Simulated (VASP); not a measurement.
# WSe2 (Pm) in VASP: single point with PBE

Aim: the single point of WSe2 with PBE.

Everything below comes from runs of VASP 6.6.1. Logs are shortened: lines on timing, memory, paths and dates and some standing lists are left out, and cuts for length are marked.

## (1) The cell of the first run

Symmetry: Pm, No. 6, monoclinic system. Conventional cell: a = 3.321 Å, b = 15.257 Å, c = 3.321 Å, α = 90.00°, β = 120.00°, γ = 90.00°. W (site symmetry m) has 6 Se at 2.29 to 2.76 Å within 3.0 Å. W (site symmetry m) has 6 Se at 2.55 Å and 6 W at 3.32 Å within 3.4 Å. Within 3.4 Å of Se (site symmetry 1) lie 3 W at 2.55 Å and 7 Se at 3.32 to 3.36 Å. Se (site symmetry 1) has 3 W at 2.29 to 2.76 Å within 3.0 Å.

## (2) Single point, PBE (atoms displaced along a vibrational mode)

INCAR reads:

```
SYSTEM = WSe2
PREC = Accurate ; ENCUT = 520
EDIFF = 1E-6 ; ISMEAR = 0
SIGMA = 0.05 ; LREAL = .False.
LASPH = .True. ; NELM = 80
ALGO = Normal ; ISIF = 2
LWAVE = .False. ; LCHARG = .False.
GGA = PE ; NBANDS = 35
```

KPOINTS reads:

```
regular mesh
0
Gamma
  12 12 2
  0 0 0
```

POSCAR reads:

```
WSe2
1.0
    3.3206937274      0.0000000000      0.0000000000
   -1.6603468637      2.8758051261      0.0000000000
    0.0000000000      0.0000000000     15.2573262715
W Se
2 4
Direct
    0.2756201974      0.6244177189      0.2500000000
    0.6666666942      0.3333333535      0.7500000000
    0.3333337238      0.6666669525      0.6400199235
    0.7338426945      0.3825095988      0.1400199235
    0.3333337238      0.6666669525      0.8599800765
    0.7338426945      0.3825095988      0.3599800765
```

Potentials or basis: VASP PAW PBE potentials, release 64 (W_sv, Se).

On the command line:

```console
cat potpaw_PBE.64/W_sv/POTCAR potpaw_PBE.64/Se/POTCAR > POTCAR
mpirun -np 1 vasp_std > vasp.out
```

OUTCAR:

```text
SYSTEM = WSe2
   PREC = Accurate
   ENCUT = 520
   EDIFF = 1E-6
   ISMEAR = 0
   LREAL = .False.
   LASPH = .True.
   NELM = 80
   ISIF = 2
   GGA = PE

 ion  position               nearest neighbor table
   1  0.276  0.624  0.250-   4 2.29   6 2.29   4 2.65   6 2.65   4 2.76   6 2.76
   2  0.667  0.333  0.750-   3 2.55   5 2.55   3 2.55   5 2.55   3 2.55   5 2.55
   3  0.333  0.667  0.640-   2 2.55   2 2.55   2 2.55
   4  0.734  0.383  0.140-   1 2.29   1 2.65   1 2.76
   5  0.333  0.667  0.860-   2 2.55   2 2.55   2 2.55
   6  0.734  0.383  0.360-   1 2.29   1 2.65   1 2.76

  LATTYP: Found a hexagonal cell.
 ALAT       =     3.3206937274
 C/A-ratio  =     4.5946201378

  Lattice vectors:

 A1 = (   3.3206937274,   0.0000000000,   0.0000000000)
 A2 = (  -1.6603468637,   2.8758051261,   0.0000000000)
 A3 = (   0.0000000000,   0.0000000000,  15.2573262715)

Analysis of symmetry for initial positions (statically):
=====================================================================
 Subroutine PRICEL returns:
 Original cell was already a primitive cell.

 Routine SETGRP: Setting up the symmetry group for a
 hexagonal supercell.

 Subroutine GETGRP returns: Found  2 space group operations
 (whereof  1 operations were pure point group operations)
 out of a pool of 24 trial point group operations.

The static configuration has the point symmetry C_1 .
 The point group associated with its full space group is C_1h.

Analysis of symmetry for dynamics (positions and initial velocities):
=====================================================================
 Subroutine PRICEL returns:
 Original cell was already a primitive cell.

 Routine SETGRP: Setting up the symmetry group for a
 hexagonal supercell.

 Subroutine GETGRP returns: Found  2 space group operations
 (whereof  1 operations were pure point group operations)
 out of a pool of 24 trial point group operations.

The dynamic configuration has the point symmetry C_1 .
 The point group associated with its full space group is C_1h.

 Subroutine INISYM returns: Found  2 space group operations
 (whereof  1 operations are pure point group operations),
 and found     1 'primitive' translations

----------------------------------------------------------------------------------------

                                     Primitive cell

  volume of cell :     145.7024

  direct lattice vectors                    reciprocal lattice vectors
     3.320693727  0.000000000  0.000000000     0.301141894  0.173864354  0.000000000
    -1.660346864  2.875805126  0.000000000     0.000000000  0.347728708  0.000000000
     0.000000000  0.000000000 15.257326272     0.000000000  0.000000000  0.065542283

  length of vectors
     3.320693727  3.320693727 15.257326272     0.347728708  0.347728708  0.065542283

  position of ions in fractional coordinates (direct lattice)
     0.275620197  0.624417719  0.250000000
     0.666666694  0.333333354  0.750000000
     0.333333724  0.666666953  0.640019923
     0.733842694  0.382509599  0.140019923
     0.333333724  0.666666953  0.859980077
     0.733842694  0.382509599  0.359980077

  ion indices of the primitive-cell ions
   primitive index   ion index
                 1           1
                 2           2
                 3           3
                 4           4
                 5           5
                 6           6

----------------------------------------------------------------------------------------

 KPOINTS: regular mesh

Automatic generation of k-mesh.
 Grid dimensions read from file:
 generate k-points for:   12   12    2

 Generating k-lattice:

  Cartesian coordinates                     Fractional coordinates (reciprocal lattice)
     0.025095158  0.014488696  0.000000000     0.083333333 -0.000000000  0.000000000
     0.000000000  0.028977392  0.000000000     0.000000000  0.083333333  0.000000000
     0.000000000  0.000000000  0.032771142     0.000000000  0.000000000  0.500000000

  Length of vectors
     0.028977392  0.028977392  0.032771142

  Shift w.r.t. Gamma in fractional coordinates (k-lattice)
     0.000000000  0.000000000  0.000000000

 Subroutine IBZKPT returns following result:
 ===========================================

 Found    148 irreducible k-points:

 Following reciprocal coordinates:
            Coordinates               Weight
  0.000000  0.000000  0.000000      1.000000
  0.083333 -0.000000  0.000000      2.000000
  0.000000  0.083333  0.000000      2.000000
 -0.083333  0.083333  0.000000      2.000000
  0.166667 -0.000000  0.000000      2.000000
  0.000000  0.166667  0.000000      2.000000
[... 16 lines left out ...]
  0.166667  0.083333  0.000000      2.000000
 -0.083333  0.250000  0.000000      2.000000
 [... further k-points ...]
   k-points           NKPTS =    148   k-points in BZ     NKDIM =    148   number of bands    NBANDS=     35
   number of dos      NEDOS =    301   number of ions     NIONS =      6
   total plane-waves  NPLWV =  94080
   dimension x,y,z NGX =    28 NGY =   28 NGZ =  120
   dimension x,y,z NGXF=    56 NGYF=   56 NGZF=  240
   ions per type =               2   4
   NGX,Y,Z   is equivalent  to a cutoff of  14.02, 14.02, 13.08 a.u.
   NGXF,Y,Z  is equivalent  to a cutoff of  28.04, 28.04, 26.15 a.u.
 SYSTEM =  WSe2
   PREC   = accura    normal or accurate (medium, high low for compatibility)
   ISTART =      0    job   : 0-new  1-cont  2-samecut
   ICHARG =      2    charge: 1-file 2-atom 10-const
   ISPIN  =      1    spin polarized calculation?
   LNONCOLLINEAR =      F non collinear calculations
   LSORBIT =      F    spin-orbit coupling
   LASPH  =      T    aspherical Exc in radial PAW
   ENCUT  =  520.0 eV  38.22 Ry    6.18 a.u.   6.17  6.17 28.37*2*pi/ulx,y,z
   NELM   =     80;   NELMIN=  2; NELMDL= -5     # of ELM steps
   EDIFF  = 0.1E-05   stopping-criterion for ELM
   LREAL  =      F    real-space projection
   EDIFFG = 0.1E-04   stopping-criterion for IOM
   NSW    =      0    number of steps for IOM
   IBRION =     -1    ionic relax: 0-MD 1-quasi-New 2-CG
   NFREE  =      0    steps in history (QN), initial steepest desc. (CG)
   ISIF   =      2    stress and relaxation
   ISYM   =      2    0-nonsym 1-usesym 2-fastsym
   POTIM  = 0.5000    time-step for ionic-motion
   TEBEG  =    0.0;   TEEND  =   0.0 temperature during run
   PSTRESS=    0.0 pullay stress
   NELECT =      52.0000    total number of electrons
   NUPDOWN=      -1.0000    fix difference up-down
   EMIN   =  10.00;   EMAX   =-10.00  energy-range for DOS
   EFERMI =   0.00;   METHOD = LEGACY
   ISMEAR =     0;   SIGMA  =   0.05  broadening in eV -4-tet -1-fermi 0-gaus
   EFERMI_NEDOS =   21; number of points for ismear=-14 and -15
   IALGO  =     38    algorithm
   IMIX   =      4    mixing-type and parameters
     AMIX     =   0.40;   BMIX     =  1.00
     AMIX_MAG =   1.60;   BMIX_MAG =  1.00
  volume/ion in A,a.u.               =      24.28       163.87
  Fermi-wavevector in a.u.,A,eV,Ry     =   1.161236  2.194417 18.347025  1.348468
  Thomas-Fermi vector in A             =   2.297810
   LORBIT       =      0    0 simple, 1 ext, 2 COOP (PROOUT), +10 PAW based schemes
   GGA     = PE    functional components
   LHFCALC =     F    Hartree Fock is set to
   AEXX    =    0.0000 exact exchange contribution
   IVDW    =     0    specifies the selected vdW correction
   LEPSILON=     F    determine dielectric tensor
   LRPA    =     F    only Hartree local field effects (RPA)
 non-spin polarized calculation
 Gauss-broadening in eV      SIGMA  =   0.05
  energy-cutoff  :      520.00
  volume of cell :      145.70
 maximum number of plane-waves:      3948
 NGX is ok and might be reduce to    28
   NGX = 13   NGY = 13   NGZ = 57

 number of electron      51.9999999 magnetization

 Free energy of the ion-electron system (eV)
  ---------------------------------------------------
  ext. energy  EPLUGINS =         0.00000000
  ---------------------------------------------------
  free energy    TOTEN  =       -42.01285792 eV

  energy without entropy =      -42.01285792  energy(sigma->0) =      -42.01285792

 E-fermi :   5.0790     XC(G=0):  -9.5103

 val. band max:        4.7057102738   @ k =   0.5000   0.5000   0.5000
 cond. band min:       5.2924576606   @ k =  -0.0833   0.0833   0.5000
 fundamental gap:      0.5867473868
 Fermi energy:         5.0790156360

 k-point     1 :       0.0000    0.0000    0.0000
  band No.  band energies     occupation
      1     -69.9620      2.00000
      2     -69.8426      2.00000
      3     -34.2014      2.00000
      4     -34.1811      2.00000
      5     -34.0795      2.00000
      6     -34.0794      2.00000
[... 27 lines left out ...]
     34       8.3085      0.00000
     35       8.6171      0.00000

 k-point     2 :       0.0833   -0.0000    0.0000
  band No.  band energies     occupation
      1     -69.9614      2.00000
      2     -69.8419      2.00000
      3     -34.1983      2.00000
      4     -34.1784      2.00000
      5     -34.0936      2.00000
      6     -34.0827      2.00000
[... 27 lines left out ...]
     34       7.9212      0.00000
     35       9.1150      0.00000

 k-point     3 :       0.0000    0.0833    0.0000
  band No.  band energies     occupation
      1     -69.9614      2.00000
      2     -69.8420      2.00000
      3     -34.1989      2.00000
      4     -34.1784      2.00000
      5     -34.0935      2.00000
      6     -34.0828      2.00000
[... 27 lines left out ...]
     34       8.3645      0.00000
     35       9.1161      0.00000

 k-point     4 :      -0.0833    0.0833    0.0000
  band No.  band energies     occupation
      1     -69.9614      2.00000
      2     -69.8420      2.00000
      3     -34.1987      2.00000
      4     -34.1784      2.00000
      5     -34.0936      2.00000
      6     -34.0828      2.00000
[... 27 lines left out ...]
     34       8.3112      0.00000
     35       9.1499      0.00000

 k-point     5 :       0.1667   -0.0000    0.0000
  band No.  band energies     occupation
      1     -69.9598      2.00000
      2     -69.8403      2.00000
      3     -34.1900      2.00000
      4     -34.1711      2.00000
      5     -34.1320      2.00000
      6     -34.0918      2.00000
[... 638 lines left out ...]
 k-point    22 :      -0.1667    0.0833    0.0000
  band No.  band energies     occupation
      1     -69.9603      2.00000
      2     -69.8408      2.00000
      3     -34.1928      2.00000
      4     -34.1734      2.00000
      5     -34.1192      2.00000
      6     -34.0896      2.00000
[... 27 lines left out ...]
     34       7.8891      0.00000
     35       9.7125      0.00000

 k-point    23 :       0.1667    0.0833    0.0000
  band No.  band energies     occupation
      1     -69.9584      2.00000
      2     -69.8388      2.00000
      3     -34.1838      2.00000
      4     -34.1648      2.00000
      5     -34.1625      2.00000
      6     -34.1022      2.00000
[... 27 lines left out ...]
     34       8.0808      0.00000
     35      10.2382      0.00000

 k-point    24 :      -0.0833    0.2500    0.0000
  band No.  band energies     occupation
      1     -69.9584      2.00000
      2     -69.8390      2.00000
      3     -34.1869      2.00000
      4     -34.1648      2.00000
      5     -34.1625      2.00000
      6     -34.1023      2.00000
[... 27 lines left out ...]
     34       8.4761      0.00000
     35      10.1572      0.00000

 [... further k-points ...]

------------------------ aborting loop because EDIFF is reached ----------------------------------------

  FORCE on cell =-STRESS in cart. coord.  units (eV):
  Direction    XX          YY          ZZ          XY          YZ          ZX
  --------------------------------------------------------------------------------------
  -------------------------------------------------------------------------------------
  Total        4.2169304      0.0074163      5.7712920      1.9902644      0.0000000      0.0000000
  in kB       46.3703432      0.0815509     63.4624630     21.8854076      0.0000000      0.0000000
  external PRESSURE =      36.6381190 kB  Pullay stress =       0.0000000 kB

 VOLUME and BASIS-vectors are now :
 -----------------------------------------------------------------------------
  energy-cutoff  :      520.00
  volume of cell :      145.70
      direct lattice vectors                 reciprocal lattice vectors
     3.320693727  0.000000000  0.000000000     0.301141894  0.173864354  0.000000000
    -1.660346864  2.875805126  0.000000000     0.000000000  0.347728708  0.000000000
     0.000000000  0.000000000 15.257326272     0.000000000  0.000000000  0.065542283

 POSITION                                       TOTAL-FORCE (eV/Angst)
 -----------------------------------------------------------------------------------
     -0.12150      1.79570      3.81433         5.047669      4.252816      0.000000
      1.66035      0.95860     11.44299         0.000025     -0.000268      0.000000
      0.00000      1.91720      9.76499        -0.000148      0.000186     -0.048665
      1.80177      1.10002      2.13633        -2.523699     -2.126460     -1.679756
      0.00000      1.91720     13.12100        -0.000148      0.000186      0.048665
      1.80177      1.10002      5.49233        -2.523699     -2.126460      1.679756
 -----------------------------------------------------------------------------------
    total drift:                               -0.000025     -0.000016      0.000000

  FREE ENERGIE OF THE ION-ELECTRON SYSTEM (eV)
  ---------------------------------------------------
  free  energy   TOTEN  =       -42.0128579165 eV

  energy  without entropy=      -42.0128579165  energy(sigma->0) =      -42.01285792
```

It took 10 min on 1 thread of Intel Xeon Platinum 8488C (Sapphire Rapids), shared host; peak memory 0.72 GiB.

Results:

- Free energy: -42.0129 eV
- Pressure: 3.7 GPa
- Largest force: 6.600 eV/Å
- Band gap on the k mesh: 0.59 eV (least direct gap 0.84 eV)

Forces on the atoms (eV/Å):
```
W    5.048  4.253  0.000
W    0.000  0.000  0.000
Se   0.000  0.000 -0.049
Se  -2.524 -2.126 -1.680
Se   0.000  0.000  0.049
Se  -2.524 -2.126  1.680
```

Levels at points of the mesh, in eV from the valence-band top:
```
           k point  band 22  band 23  band 24  band 25  band 26  band 27  band 28  band 29  band 30  band 31
(0.00, 0.00, 0.00)    -1.82    -1.82    -1.16    -0.76    -0.23     0.61     1.46     2.31     2.31     2.48
(0.50, 0.00, 0.00)    -2.71    -2.21    -1.57    -1.54    -1.20     1.61     1.76     2.10     2.20     3.02
(0.00, 0.50, 0.00)    -2.32    -2.10    -1.57    -1.54    -0.22     1.73     1.76     1.79     2.11     2.31
(0.50, 0.50, 0.00)    -2.58    -2.22    -1.57    -1.54     0.00     1.39     1.68     1.76     2.12     2.35
(0.00, 0.00, 0.50)    -1.82    -1.82    -0.99    -0.84    -0.23     0.61     1.46     2.31     2.31     2.48
(0.50, 0.00, 0.50)    -2.71    -2.21    -1.57    -1.54    -1.20     1.61     1.76     2.13     2.17     3.06
(0.00, 0.50, 0.50)    -2.32    -2.10    -1.57    -1.54    -0.22     1.74     1.76     1.79     2.13     2.29
(0.50, 0.50, 0.50)    -2.58    -2.22    -1.57    -1.54     0.00     1.39     1.68     1.76     2.13     2.35
```

Caveat: the cell differs from its parent crystal (atoms displaced along a vibrational mode); the stress differs along the axes, from 0 to 6 GPa; spin-orbit coupling is left out, which moves the levels of the heavy elements; this functional lacks dispersion, which binds layers or chains, so the pressure and a relaxed spacing across them are unreliable; forces of over 1 eV/Å act on the atoms, so gaps and moduli don't describe the material at rest. A k mesh can miss the band edges.
